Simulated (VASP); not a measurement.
# Cu4Si3 (P-43m) in VASP: notebook

The runs below take Cu4Si3 through single point, relaxation of cell and atoms, with PBE.

Everything below comes from runs of VASP 6.6.1. Logs are shortened: lines on timing, memory, paths and dates and some standing lists are left out, and cuts for length are marked.

## Step 1: The cell of the first run

It takes space group P-43m (No. 215, cubic). The conventional cell has a = 4.796 Å, b = 4.796 Å, c = 4.796 Å, α = 90.00°, β = 90.00°, γ = 90.00°. Si (site symmetry -42m) has 4 Cu at 2.32 Å within 3.1 Å. Cu (site symmetry 3m) has 3 Si at 2.32 Å and 3 Cu at 2.49 Å within 3.1 Å.

The cell was generated, and may not be a known phase.

## Step 2: Single point, PBE

INCAR

```
PREC = Accurate
ENCUT = 520
EDIFF = 1E-6
ISMEAR = 0
SIGMA = 0.1
LREAL = F
LASPH = T
NELM = 100
ALGO = Normal
ISIF = 2
LWAVE = F
LCHARG = F
GGA = PE
NBANDS = 37
```

KPOINTS

```
regular mesh
0
Gamma
  8 8 8
```

POSCAR

```
Cu4Si3
1.0
    4.7963464800      0.0000000000      0.0000000000
    0.0000000000      4.7963464800      0.0000000000
    0.0000000000      0.0000000000      4.7963464800
Si Cu
3 4
Direct
    0.0000000000      0.0000000000      0.5000000000
    0.5000000000      0.0000000000      0.0000000000
    0.0000000000      0.5000000000      0.0000000000
    0.6834763159      0.3165236841      0.3165236841
    0.3165236841      0.6834763159      0.3165236841
    0.3165236841      0.3165236841      0.6834763159
    0.6834763159      0.6834763159      0.6834763159
```

Potentials or basis: VASP PAW PBE potentials, release 64 (Si, Cu).

Started as:

```
$ cat potpaw_PBE.64/Si/POTCAR potpaw_PBE.64/Cu/POTCAR > POTCAR
$ mpirun -np 1 vasp_std > vasp.out
```

OUTCAR:

```text
PREC = Accurate
   ENCUT = 520
   EDIFF = 1E-6
   ISMEAR = 0
   LREAL = F
   LASPH = T
   NELM = 100
   ISIF = 2
   GGA = PE

 ion  position               nearest neighbor table
   1  0.000  0.000  0.500-   4 2.32   5 2.32   6 2.32   7 2.32
   2  0.500  0.000  0.000-   4 2.32   5 2.32   6 2.32   7 2.32
   3  0.000  0.500  0.000-   4 2.32   5 2.32   6 2.32   7 2.32
   4  0.683  0.317  0.317-   1 2.32   2 2.32   3 2.32   5 2.49   6 2.49   7 2.49
   5  0.317  0.683  0.317-   1 2.32   2 2.32   3 2.32   4 2.49   6 2.49   7 2.49
   6  0.317  0.317  0.683-   1 2.32   2 2.32   3 2.32   4 2.49   5 2.49   7 2.49
   7  0.683  0.683  0.683-   1 2.32   2 2.32   3 2.32   4 2.49   5 2.49   6 2.49

  LATTYP: Found a simple cubic cell.
 ALAT       =     4.7963464800

  Lattice vectors:

 A1 = (   4.7963464800,   0.0000000000,   0.0000000000)
 A2 = (   0.0000000000,   4.7963464800,   0.0000000000)
 A3 = (   0.0000000000,   0.0000000000,   4.7963464800)

Analysis of symmetry for initial positions (statically):
=====================================================================
 Subroutine PRICEL returns:
 Original cell was already a primitive cell.

 Routine SETGRP: Setting up the symmetry group for a
 simple cubic supercell.

 Subroutine GETGRP returns: Found 24 space group operations
 (whereof 24 operations were pure point group operations)
 out of a pool of 48 trial point group operations.

The static configuration has the point symmetry T_d .

Analysis of symmetry for dynamics (positions and initial velocities):
=====================================================================
 Subroutine PRICEL returns:
 Original cell was already a primitive cell.

 Routine SETGRP: Setting up the symmetry group for a
 simple cubic supercell.

 Subroutine GETGRP returns: Found 24 space group operations
 (whereof 24 operations were pure point group operations)
 out of a pool of 48 trial point group operations.

The dynamic configuration has the point symmetry T_d .

 Subroutine INISYM returns: Found 24 space group operations
 (whereof 24 operations are pure point group operations),
 and found     1 'primitive' translations

----------------------------------------------------------------------------------------

                                     Primitive cell

  volume of cell :     110.3397

  direct lattice vectors                    reciprocal lattice vectors
     4.796346480  0.000000000  0.000000000     0.208492027  0.000000000  0.000000000
     0.000000000  4.796346480  0.000000000     0.000000000  0.208492027  0.000000000
     0.000000000  0.000000000  4.796346480     0.000000000  0.000000000  0.208492027

  length of vectors
     4.796346480  4.796346480  4.796346480     0.208492027  0.208492027  0.208492027

  position of ions in fractional coordinates (direct lattice)
     0.000000000  0.000000000  0.500000000
     0.500000000  0.000000000  0.000000000
     0.000000000  0.500000000  0.000000000
     0.683476316  0.316523684  0.316523684
     0.316523684  0.683476316  0.316523684
     0.316523684  0.316523684  0.683476316
     0.683476316  0.683476316  0.683476316

  ion indices of the primitive-cell ions
   primitive index   ion index
                 1           1
                 2           2
                 3           3
                 4           4
                 5           5
                 6           6
                 7           7

----------------------------------------------------------------------------------------

 KPOINTS: regular mesh

Automatic generation of k-mesh.
 Grid dimensions read from file:
 generate k-points for:    8    8    8

 Generating k-lattice:

  Cartesian coordinates                     Fractional coordinates (reciprocal lattice)
     0.026061503  0.000000000  0.000000000     0.125000000  0.000000000  0.000000000
     0.000000000  0.026061503  0.000000000     0.000000000  0.125000000  0.000000000
     0.000000000  0.000000000  0.026061503     0.000000000  0.000000000  0.125000000

  Length of vectors
     0.026061503  0.026061503  0.026061503

  Shift w.r.t. Gamma in fractional coordinates (k-lattice)
     0.000000000  0.000000000  0.000000000

 Subroutine IBZKPT returns following result:
 ===========================================

 Found     35 irreducible k-points:

 Following reciprocal coordinates:
            Coordinates               Weight
  0.000000  0.000000  0.000000      1.000000
  0.125000  0.000000  0.000000      6.000000
  0.250000  0.000000  0.000000      6.000000
  0.375000  0.000000  0.000000      6.000000
  0.500000  0.000000  0.000000      3.000000
  0.125000  0.125000  0.000000     12.000000
[... 16 lines left out ...]
  0.375000  0.375000  0.125000     24.000000
  0.500000  0.375000  0.125000     24.000000
 [... further k-points ...]
   k-points           NKPTS =     35   k-points in BZ     NKDIM =     35   number of bands    NBANDS=     37
   number of dos      NEDOS =    301   number of ions     NIONS =      7
   total plane-waves  NPLWV =  46656
   dimension x,y,z NGX =    36 NGY =   36 NGZ =   36
   dimension x,y,z NGXF=    72 NGYF=   72 NGZF=   72
   ions per type =               3   4
   NGX,Y,Z   is equivalent  to a cutoff of  12.48, 12.48, 12.48 a.u.
   NGXF,Y,Z  is equivalent  to a cutoff of  24.96, 24.96, 24.96 a.u.
 SYSTEM =  unknown system
   PREC   = accura    normal or accurate (medium, high low for compatibility)
   ISTART =      0    job   : 0-new  1-cont  2-samecut
   ICHARG =      2    charge: 1-file 2-atom 10-const
   ISPIN  =      1    spin polarized calculation?
   LNONCOLLINEAR =      F non collinear calculations
   LSORBIT =      F    spin-orbit coupling
   LASPH  =      T    aspherical Exc in radial PAW
   ENCUT  =  520.0 eV  38.22 Ry    6.18 a.u.   8.92  8.92  8.92*2*pi/ulx,y,z
   NELM   =    100;   NELMIN=  2; NELMDL= -5     # of ELM steps
   EDIFF  = 0.1E-05   stopping-criterion for ELM
   LREAL  =      F    real-space projection
   EDIFFG = 0.1E-04   stopping-criterion for IOM
   NSW    =      0    number of steps for IOM
   IBRION =     -1    ionic relax: 0-MD 1-quasi-New 2-CG
   NFREE  =      0    steps in history (QN), initial steepest desc. (CG)
   ISIF   =      2    stress and relaxation
   ISYM   =      2    0-nonsym 1-usesym 2-fastsym
   POTIM  = 0.5000    time-step for ionic-motion
   TEBEG  =    0.0;   TEEND  =   0.0 temperature during run
   PSTRESS=    0.0 pullay stress
   NELECT =      56.0000    total number of electrons
   NUPDOWN=      -1.0000    fix difference up-down
   EMIN   =  10.00;   EMAX   =-10.00  energy-range for DOS
   EFERMI =   0.00;   METHOD = LEGACY
   ISMEAR =     0;   SIGMA  =   0.10  broadening in eV -4-tet -1-fermi 0-gaus
   EFERMI_NEDOS =   21; number of points for ismear=-14 and -15
   IALGO  =     38    algorithm
   IMIX   =      4    mixing-type and parameters
     AMIX     =   0.40;   BMIX     =  1.00
     AMIX_MAG =   1.60;   BMIX_MAG =  1.00
  volume/ion in A,a.u.               =      15.76       106.37
  Fermi-wavevector in a.u.,A,eV,Ry     =   1.305851  2.467701 23.201292  1.705247
  Thomas-Fermi vector in A             =   2.436692
   LORBIT       =      0    0 simple, 1 ext, 2 COOP (PROOUT), +10 PAW based schemes
   GGA     = PE    functional components
   LHFCALC =     F    Hartree Fock is set to
   AEXX    =    0.0000 exact exchange contribution
   IVDW    =     0    specifies the selected vdW correction
   LEPSILON=     F    determine dielectric tensor
   LRPA    =     F    only Hartree local field effects (RPA)
 non-spin polarized calculation
 Gauss-broadening in eV      SIGMA  =   0.10
  energy-cutoff  :      520.00
  volume of cell :      110.34
 maximum number of plane-waves:      3016
 NGX is ok and might be reduce to    36
   NGX = 17   NGY = 17   NGZ = 17

 number of electron      56.0000027 magnetization

 Free energy of the ion-electron system (eV)
  ---------------------------------------------------
  ext. energy  EPLUGINS =         0.00000000
  ---------------------------------------------------
  free energy    TOTEN  =       -28.56247082 eV

  energy without entropy =      -28.55531619  energy(sigma->0) =      -28.55889350

 E-fermi :   6.5029     XC(G=0): -10.8830

 val. band max:        6.4715748871   @ k =   0.5000   0.0000   0.0000
 cond. band min:       6.5444489542   @ k =   0.2500   0.0000   0.0000
 fundamental gap:      0.0728740671
 Fermi energy:         6.5029100747

 k-point     1 :       0.0000    0.0000    0.0000
  band No.  band energies     occupation
      1      -4.3704      2.00000
      2      -0.3688      2.00000
      3      -0.3688      2.00000
      4       1.3026      2.00000
      5       1.3026      2.00000
      6       1.3026      2.00000
[... 29 lines left out ...]
     36      11.0897      0.00000
     37      11.0897      0.00000

 k-point     2 :       0.1250    0.0000    0.0000
  band No.  band energies     occupation
      1      -4.2778      2.00000
      2      -0.6620      2.00000
      3      -0.3547      2.00000
      4       1.3492      2.00000
      5       1.3610      2.00000
      6       1.3610      2.00000
[... 29 lines left out ...]
     36      11.4856      0.00000
     37      11.6806      0.00000

 k-point     3 :       0.2500    0.0000    0.0000
  band No.  band energies     occupation
      1      -4.0037      2.00000
      2      -1.3463      2.00000
      3      -0.3197      2.00000
      4       1.4218      2.00000
      5       1.5233      2.00000
      6       1.5233      2.00000
[... 29 lines left out ...]
     36      12.2047      0.00000
     37      12.2047      0.00000
[... 761 lines left out ...]
 k-point    23 :       0.3750    0.3750    0.1250
  band No.  band energies     occupation
      1      -2.7566      2.00000
      2      -1.7508      2.00000
      3      -1.3514      2.00000
      4       0.5564      2.00000
      5       1.6374      2.00000
      6       1.8397      2.00000
[... 29 lines left out ...]
     36      12.7057      0.00000
     37      12.9428      0.00000

 k-point    24 :       0.5000    0.3750    0.1250
  band No.  band energies     occupation
      1      -2.3847      2.00000
      2      -2.0504      2.00000
      3      -1.3775      2.00000
      4       0.3997      2.00000
      5       1.6331      2.00000
      6       1.8358      2.00000
[... 29 lines left out ...]
     36      12.2699      0.00000
     37      13.4285      0.00000

 [... further k-points ...]
[... 5 lines left out ...]
  --------------------------------------------------------------------------------------
  -------------------------------------------------------------------------------------
  Total        0.1912107      0.1912107      0.1912107     -0.0000000     -0.0000000     -0.0000000
  in kB        2.7764574      2.7764574      2.7764574     -0.0000000     -0.0000000     -0.0000000
  external PRESSURE =       2.7764574 kB  Pullay stress =       0.0000000 kB

 VOLUME and BASIS-vectors are now :
 -----------------------------------------------------------------------------
  energy-cutoff  :      520.00
  volume of cell :      110.34
      direct lattice vectors                 reciprocal lattice vectors
     4.796346480  0.000000000  0.000000000     0.208492027  0.000000000  0.000000000
     0.000000000  4.796346480  0.000000000     0.000000000  0.208492027  0.000000000
     0.000000000  0.000000000  4.796346480     0.000000000  0.000000000  0.208492027

 POSITION                                       TOTAL-FORCE (eV/Angst)
 -----------------------------------------------------------------------------------
      0.00000      0.00000      2.39817         0.000000      0.000000      0.000000
      2.39817      0.00000      0.00000         0.000000      0.000000      0.000000
      0.00000      2.39817      0.00000         0.000000      0.000000      0.000000
      3.27819      1.51816      1.51816        -0.010244      0.010244      0.010244
      1.51816      3.27819      1.51816         0.010244     -0.010244      0.010244
      1.51816      1.51816      3.27819         0.010244      0.010244     -0.010244
      3.27819      3.27819      3.27819        -0.010244     -0.010244     -0.010244
 -----------------------------------------------------------------------------------
    total drift:                                0.000001      0.000001     -0.000000

  FREE ENERGIE OF THE ION-ELECTRON SYSTEM (eV)
  ---------------------------------------------------
  free  energy   TOTEN  =       -28.5624708203 eV

  energy  without entropy=      -28.5553161882  energy(sigma->0) =      -28.55889350
```

It took 61 s on 1 thread of Intel Xeon 6975P-C (Granite Rapids), shared host; peak memory 0.26 GiB.

What came out:

* Free energy: -28.5625 eV
* Pressure: 0.3 GPa
* Largest force: 0.018 eV/Å
* Band gap on the k mesh: zero (bands 28 and 29 overlap by 1.53 eV)

Forces in eV/Å, atoms in the order of the input:
```
Si   0.000  0.000  0.000
Si   0.000  0.000  0.000
Si   0.000  0.000  0.000
Cu  -0.010  0.010  0.010
Cu   0.010 -0.010  0.010
Cu   0.010  0.010 -0.010
Cu  -0.010 -0.010 -0.010
```

## Step 3: Relaxation of cell and atoms, PBE

INCAR

```
SYSTEM = Cu4Si3
PREC = Accurate ; ENCUT = 600
EDIFF = 1E-6 ; ISMEAR = 0
SIGMA = 0.1 ; LREAL = .False.
LASPH = .True. ; NELM = 100
ALGO = Normal ; ISIF = 3
LWAVE = .False. ; LCHARG = .False.
GGA = PE ; IBRION = 2
NSW = 100 ; EDIFFG = -0.01
```

KPOINTS

```
regular mesh
0
Gamma
  8 8 8
  0 0 0
```

POSCAR

```
Cu4Si3
1.0
    4.7964438970      0.0000000000      0.0000000000
    0.0000000000      4.7964438970      0.0000000000
    0.0000000000      0.0000000000      4.7964438970
Si Cu
3 4
Direct
    0.0000000000      0.0000000000      0.5000000000
    0.5000000000      0.0000000000      0.0000000000
    0.0000000000      0.5000000000      0.0000000000
    0.6837538515      0.3162461485      0.3162461485
    0.3162461485      0.6837538515      0.3162461485
    0.3162461485      0.3162461485      0.6837538515
    0.6837538515      0.6837538515      0.6837538515
```

Potentials or basis: VASP PAW PBE potentials, release 64 (Si, Cu).

Started as:

```
$ cat potpaw_PBE.64/Si/POTCAR potpaw_PBE.64/Cu/POTCAR > POTCAR
$ mpirun -np 1 vasp_std > vasp.out
```

Wall time 7.2 min (1 thread of Intel Xeon 6975P-C (Granite Rapids), shared host); peak memory 0.32 GiB.

Results (log left out):

```
Free energy                           : -28.5634 eV
Relaxed volume                        : 15.83 Å³/atom
Relaxed cell                          : a = 4.803 Å, b = 4.803 Å, c = 4.803 Å, α = 90.00°, β = 90.00°, γ = 90.00°
Space group after relaxing (to 0.1 Å) : P-43m (No. 215)
Energy gained by relaxing             : 0.1 meV/atom
Ionic steps                           : 13
Pressure after relaxing               : -0.1 GPa
Largest force after relaxing          : 0.006 eV/Å
Band gap on the k mesh                : zero (bands 28 and 29 overlap by 1.52 eV)
```

Forces on the atoms (eV/Å):
```
Si   0.000  0.000  0.000
Si   0.000  0.000  0.000
Si   0.000  0.000  0.000
Cu  -0.003  0.003  0.003
Cu   0.003 -0.003  0.003
Cu   0.003  0.003 -0.003
Cu  -0.003 -0.003 -0.003
```

Step by step:
```csv
step,energy change (eV),largest force (eV/Å),pressure (GPa),volume (Å³)
1,0.0000,0.0537,0.53,110.35
2,-0.0004,0.0065,-0.35,111.18
3,-0.0007,0.0280,0.08,110.80
4,-0.0007,0.0217,-0.05,110.91
5,-0.0007,0.0232,-0.19,110.90
6,-0.0007,0.0250,-0.07,110.85
7,-0.0007,0.0267,-0.13,110.84
8,-0.0007,0.0264,-0.18,110.82
9,-0.0007,0.0111,0.21,110.56
10,-0.0008,0.0207,0.08,110.72
11,-0.0008,0.0219,0.13,110.72
12,-0.0008,0.0243,0.07,110.77
13,-0.0008,0.0059,-0.07,110.78
```

Final structure:
```
Si Cu
1.0
     4.80270    0.00000    0.00000
     0.00000    4.80270    0.00000
     0.00000    0.00000    4.80270
Si Cu
3 4
Direct
  0.00000 0.00000 0.50000
  0.50000 0.00000 0.00000
  0.00000 0.50000 0.00000
  0.68341 0.31659 0.31659
  0.31659 0.68341 0.31659
  0.31659 0.31659 0.68341
  0.68341 0.68341 0.68341
```

Levels at points of the mesh, in eV from the Fermi level:
```csv
k point,band 24,band 25,band 26,band 27,band 28,band 29,band 30,band 31,band 32,band 33
"(0.00, 0.00, 0.00)",-2.55,-2.54,-2.54,-2.54,1.23,1.23,1.23,2.34,2.34,2.34
"(0.50, 0.00, 0.00)",-2.50,-2.10,-1.58,-1.28,-0.29,-0.29,-0.02,1.92,2.56,2.56
"(0.50, 0.50, 0.00)",-3.04,-1.00,-0.92,-0.92,-0.68,0.12,0.12,0.64,2.17,2.82
"(0.50, 0.50, 0.50)",-3.11,-3.05,-3.05,-3.05,-2.88,3.69,3.69,3.69,3.83,3.83
```

The gap in the log of VASP goes by the Fermi energy; the results here count the filled bands.